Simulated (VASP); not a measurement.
# Pt (I4/mmm) in VASP: further runs, part 2 of 2

VASP 6.6.1. The steps go on from the part before.

**4. Single point, r2SCAN (strain +0.0050 x Voigt [1, 0, 0, 0, 0, 0])**

Contents of POSCAR:

```
Pt
1.0
   -1.5921411000      1.5842200000      1.5842200000
    1.5921411000     -1.5842200000      1.5842200000
    1.5921411000      1.5842200000     -1.5842200000
Pt
1
Direct
    0.0000000000      0.0000000000      0.0000000000
```

Contents of INCAR.step1:

```
SYSTEM = Pt
ALGO     = Normal         ! electronic algorithm
EDIFF    = 1E-4           ! SCF threshold, eV
ENCUT    = 520            ! plane-wave cutoff, eV
GGA      = PE             ! functional
ISMEAR   = 0              ! smearing method
LASPH    = .True.         ! aspherical terms in the spheres
LCHARG   = .False.        ! write CHGCAR
LREAL    = .False.        ! projectors in reciprocal space
LWAVE    = .True.         ! write WAVECAR
NBANDS   = 11             ! bands
NELM     = 60             ! most SCF steps
PREC     = Accurate       ! precision mode
SIGMA    = 0.15           ! smearing width, eV
```

Contents of INCAR.step2:

```
SYSTEM = Pt
ALGO     = Normal         ! electronic algorithm
EDIFF    = 1E-6           ! SCF threshold, eV
ENCUT    = 520            ! plane-wave cutoff, eV
ISIF     = 2              ! what is computed and relaxed
ISMEAR   = 0              ! smearing method
ISTART   = 1            
LASPH    = .True.         ! aspherical terms in the spheres
LCHARG   = .False.        ! write CHGCAR
LMIXTAU  = .True.       
LREAL    = .False.        ! projectors in reciprocal space
LWAVE    = .False.        ! write WAVECAR
METAGGA  = R2SCAN         ! meta-GGA
NBANDS   = 11             ! bands
NELM     = 60             ! most SCF steps
PREC     = Accurate       ! precision mode
SIGMA    = 0.15           ! smearing width, eV
```

Contents of KPOINTS:

```
k-points
0
Gamma
  22 22 22
  0 0 0
```

Potentials or basis: VASP PAW PBE potentials, release 64 (Pt).

Command:

```console
$ cat potpaw_PBE.64/Pt/POTCAR > POTCAR
$ cp INCAR.step1 INCAR
$ mpirun -np 1 vasp_std > vasp.out
$ cp INCAR.step2 INCAR
$ mpirun -np 1 vasp_std > vasp.out
```

OUTCAR:

```text
SYSTEM = Pt
   EDIFF = 1E-6
   ENCUT = 520
   ISIF = 2
   ISMEAR = 0
   ISTART = 1
   LASPH = .True.
   LREAL = .False.
   METAGGA = R2SCAN
   NELM = 60
   PREC = Accurate

 ion  position               nearest neighbor table
   1  0.000  0.000  0.000-

  LATTYP: Found a body centered tetragonal cell.
 ALAT       =     3.1684400000
 C/A-ratio  =     1.0050000000

  Lattice vectors:

 A1 = (  -1.5921411000,   1.5842200000,  -1.5842200000)
 A2 = (  -1.5921411000,  -1.5842200000,   1.5842200000)
 A3 = (   1.5921411000,   1.5842200000,   1.5842200000)

Analysis of symmetry for initial positions (statically):
=====================================================================
 Subroutine PRICEL returns:
 Original cell was already a primitive cell.

 Routine SETGRP: Setting up the symmetry group for a
 body centered tetragonal supercell.

 Subroutine GETGRP returns: Found 16 space group operations
 (whereof 16 operations were pure point group operations)
 out of a pool of 16 trial point group operations.

The static configuration has the point symmetry D_4h.

Analysis of symmetry for dynamics (positions and initial velocities):
=====================================================================
 Subroutine PRICEL returns:
 Original cell was already a primitive cell.

 Routine SETGRP: Setting up the symmetry group for a
 body centered tetragonal supercell.

 Subroutine GETGRP returns: Found 16 space group operations
 (whereof 16 operations were pure point group operations)
 out of a pool of 16 trial point group operations.

The dynamic configuration has the point symmetry D_4h.

 Subroutine INISYM returns: Found 16 space group operations
 (whereof 16 operations are pure point group operations),
 and found     1 'primitive' translations

----------------------------------------------------------------------------------------

[... 114 lines left out ...]
   LORBIT       =      0    0 simple, 1 ext, 2 COOP (PROOUT), +10 PAW based schemes
   METAGGA = R2SCAN    functional components
   LHFCALC =     F    Hartree Fock is set to
   AEXX    =    0.0000 exact exchange contribution
   IVDW    =     0    specifies the selected vdW correction
   LEPSILON=     F    determine dielectric tensor
   LRPA    =     F    only Hartree local field effects (RPA)
 non-spin polarized calculation
 Gauss-broadening in eV      SIGMA  =   0.15
  energy-cutoff  :      520.00
  volume of cell :       15.98
 maximum number of plane-waves:       446
   NGX = 11   NGY = 11   NGZ = 11

 number of electron      10.0000001 magnetization

 Free energy of the ion-electron system (eV)
  ---------------------------------------------------
  ext. energy  EPLUGINS =         0.00000000
  ---------------------------------------------------
  free energy    TOTEN  =       -51.40067213 eV

  energy without entropy =      -51.38803824  energy(sigma->0) =      -51.39435519

 E-fermi :   9.7396     XC(G=0): -14.1928

 val. band max:        9.7378549183   @ k =   0.3636  -0.0455   0.0455
 cond. band min:       9.7397328992   @ k =  -0.3636   0.3636   0.0455
 fundamental gap:      0.0018779809
 Fermi energy:         9.7395615472

 k-point     1 :       0.0000    0.0000    0.0000
  band No.  band energies     occupation
      1       0.1446      2.00000
      2       6.1975      2.00000
      3       6.1975      2.00000
      4       6.2391      2.00000
      5       8.6416      2.00000
      6       8.6929      2.00000
      7      27.7809      0.00000
      8      27.8821      0.00000
      9      27.8821      0.00000
     10      38.0792      0.00000
     11      38.1223      0.00000
[... 309 lines left out ...]
 k-point    24 :       0.0000    0.0909    0.0000
  band No.  band energies     occupation
      1       0.4875      2.00000
      2       6.0883      2.00000
      3       6.1988      2.00000
      4       6.4929      2.00000
      5       8.4957      2.00000
      6       8.6895      2.00000
      7      27.9394      0.00000
      8      28.0359      0.00000
      9      28.3769      0.00000
     10      34.9053      0.00000
     11      35.2771      0.00000

 [... further k-points ...]

------------------------ aborting loop because EDIFF is reached ----------------------------------------

  FORCE on cell =-STRESS in cart. coord.  units (eV):
  Direction    XX          YY          ZZ          XY          YZ          ZX
  --------------------------------------------------------------------------------------
  -------------------------------------------------------------------------------------
  Total       -0.6765766     -0.7201352     -0.7201352      0.0000000      0.0000000      0.0000000
  in kB      -67.8195700    -72.1858554    -72.1858554      0.0000000      0.0000000      0.0000000
  external PRESSURE =     -70.7304269 kB  Pullay stress =       0.0000000 kB

 VOLUME and BASIS-vectors are now :
 -----------------------------------------------------------------------------
  energy-cutoff  :      520.00
  volume of cell :       15.98
      direct lattice vectors                 reciprocal lattice vectors
    -1.592141100  1.584220000  1.584220000     0.000000000  0.315612731  0.315612731
     1.592141100 -1.584220000  1.584220000     0.314042518  0.000000000  0.315612731
     1.592141100  1.584220000 -1.584220000     0.314042518  0.315612731  0.000000000

 POSITION                                       TOTAL-FORCE (eV/Angst)
 -----------------------------------------------------------------------------------
      0.00000      0.00000      0.00000        -0.000000      0.000000      0.000000
 -----------------------------------------------------------------------------------
    total drift:                                0.000000     -0.000000      0.000000

  FREE ENERGIE OF THE ION-ELECTRON SYSTEM (eV)
  ---------------------------------------------------
  free  energy   TOTEN  =       -51.4006721318 eV

  energy  without entropy=      -51.3880382414  energy(sigma->0) =      -51.39435519
```

Run time: 3.2 min. Hardware: 1 thread of Intel Xeon 6975P-C (Granite Rapids), shared host; peak memory 0.25 GiB.

What came out:

| Item | Value |
| --- | --- |
| Free energy | -51.4007 eV |
| Pressure | -7.1 GPa |
| Band gap on the k mesh | zero (bands 5 and 6 overlap by 2.29 eV) |

Caveat: the cell differs from its parent crystal (strain +0.0050 x Voigt [1, 0, 0, 0, 0, 0]); the cell stands under tension; the PAW data sets were made with another functional, which shifts forces and pressure a little; spin-orbit coupling is left out, which moves the levels of the heavy elements.

**5. Single point, r2SCAN (strain +0.0150 x Voigt [1, 0, 0, 0, 0, 0])**

Contents of POSCAR:

```
Pt
1.0
   -1.6079833000      1.5842200000      1.5842200000
    1.6079833000     -1.5842200000      1.5842200000
    1.6079833000      1.5842200000     -1.5842200000
Pt
1
Direct
    0.0000000000      0.0000000000      0.0000000000
```

Contents of INCAR.step1:

```
SYSTEM = Pt
PREC = Accurate ; ENCUT = 520
ISMEAR = 0 ; SIGMA = 0.15
LREAL = .False. ; LASPH = .True.
NELM = 100 ; NBANDS = 11
GGA = PE ; ALGO = Normal
EDIFF = 1E-4 ; LWAVE = .True.
LCHARG = .False.
```

Contents of INCAR.step2:

```
SYSTEM = Pt
PREC = Accurate ; ENCUT = 520
EDIFF = 1E-6 ; ISMEAR = 0
SIGMA = 0.15 ; LREAL = .False.
LASPH = .True. ; NELM = 100
ALGO = Normal ; ISIF = 2
LWAVE = .False. ; LCHARG = .False.
METAGGA = R2SCAN ; LMIXTAU = .True.
NBANDS = 11 ; ISTART = 1
```

Contents of KPOINTS:

```
regular mesh
0
Gamma
  22 22 22
  0 0 0
```

Command:

```console
$ cat potpaw_PBE.64/Pt/POTCAR > POTCAR
$ cp INCAR.step1 INCAR
$ mpirun -np 1 vasp_std > vasp.out
$ cp INCAR.step2 INCAR
$ mpirun -np 1 vasp_std > vasp.out
```

It took 2.9 min on 1 thread of Intel Xeon 6975P-C (Granite Rapids), shared host; peak memory 0.27 GiB.

The run converged. Its results:

| Property | Result |
| --- | --- |
| Free energy | -51.3932 eV |
| Pressure | -9.2 GPa |
| Band gap on the k mesh | zero (bands 5 and 6 overlap by 2.24 eV) |

Stress tensor (GPa, compression positive):
```
-8.39  0.00  0.00
 0.00 -9.62  0.00
 0.00  0.00 -9.62
```

Levels at points of the mesh, in eV from the Fermi level:
| k point | band 1 | band 2 | band 3 | band 4 | band 5 | band 6 | band 7 | band 8 | band 9 | band 10 |
| --- | --- | --- | --- | --- | --- | --- | --- | --- | --- | --- |
| (0.00, 0.00, 0.00) | -9.49 | -3.52 | -3.52 | -3.39 | -1.13 | -0.99 | 17.91 | 18.21 | 18.21 | 27.80 |
| (0.50, 0.00, 0.00) | -6.53 | -4.98 | -1.12 | -0.71 | 0.60 | 1.08 | 6.53 | 13.96 | 16.19 | 25.33 |
| (0.00, 0.50, 0.00) | -6.55 | -4.85 | -1.29 | -0.77 | 0.51 | 1.05 | 6.40 | 14.14 | 16.56 | 25.02 |
| (0.50, 0.50, 0.50) | -6.08 | -6.07 | 0.52 | 0.56 | 0.56 | 7.76 | 8.23 | 8.23 | 13.12 | 19.42 |

Caveat: the cell differs from its parent crystal (strain +0.0150 x Voigt [1, 0, 0, 0, 0, 0]); the cell stands under tension; the PAW data sets were made with another functional, which shifts forces and pressure a little; spin-orbit coupling is left out, which moves the levels of the heavy elements.

**6. Summary**

| cell | gap on the mesh (eV) | pressure (GPa) |
| --- | --- | --- |
| a = 2.726 Å, angles 110.6, 108.9, 108.9°, 1 atom | none | -1.1 |
| a = 2.735 Å, angles 110.0, 109.2, 109.2°, 1 atom | none | -3.6 |
| a = 2.749 Å, angles 109.2, 109.6, 109.6°, 1 atom | none | -7.1 |
| a = 2.758 Å, angles 108.7, 109.9, 109.9°, 1 atom | none | -9.2 |

Alike in all rows: task single point; level r2SCAN; potentials or basis VASP PAW PBE potentials, release 64 (Pt); no spin polarisation; k mesh 22 × 22 × 22; cutoff (eV) 520; smearing gaussian 0.15 eV.

Caveats: the PAW data sets were made with another functional, which shifts forces and pressure a little; spin-orbit coupling is left out, which moves the levels of the heavy elements; the cell stands under tension (at least some runs).

Absolute energies hang on the potentials; compare differences alone.
